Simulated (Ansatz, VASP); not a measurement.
**One calculation of HfBr, two programs**

```xyz
4
Lattice="0.0000 3.6633 3.6633 3.6633 0.0000 3.6633 3.6633 3.6633 0.0000" Properties=species:S:1:pos:R:3 pbc="T T T"
Hf    3.6633    3.6633    3.6633
Hf    5.4950    5.4950    5.4950
Br    1.8317    1.8317    1.8317
Br    0.0000    0.0000    0.0000
```

Alike in both runs: functional PBE; k mesh 12 × 12 × 12; occupations gaussian, width 0.1 eV; no spin polarisation.

Ansatz relaxed the structure, and its values are those at the end. VASP's run is a single point on that final structure, the one shown.

|  | VASP | Ansatz |
| --- | --- | --- |
| version | VASP 6.6.1 | Ansatz 0.2.0 |
| potentials or method | VASP PAW PBE potentials, release 64 (Hf_pv, Br), cutoff 520 eV | scalar-relativistic, plane waves, PAW |
| valence electrons in the cell | 34 | 66 |

|  | VASP | Ansatz | Ansatz less VASP |
| --- | --- | --- | --- |
| gap on the k mesh at the Fermi level (eV) | none | none | - |
| pressure (GPa) | -0.2 | 0.0 | +0.28 |

A gap of «none» marks a metal or a gap that the smearing closes. VASP's potentials hold 34 valence electrons a cell and Ansatz's 66, so a difference there can come from the potentials and not from the codes.

Spin-orbit coupling is off throughout.
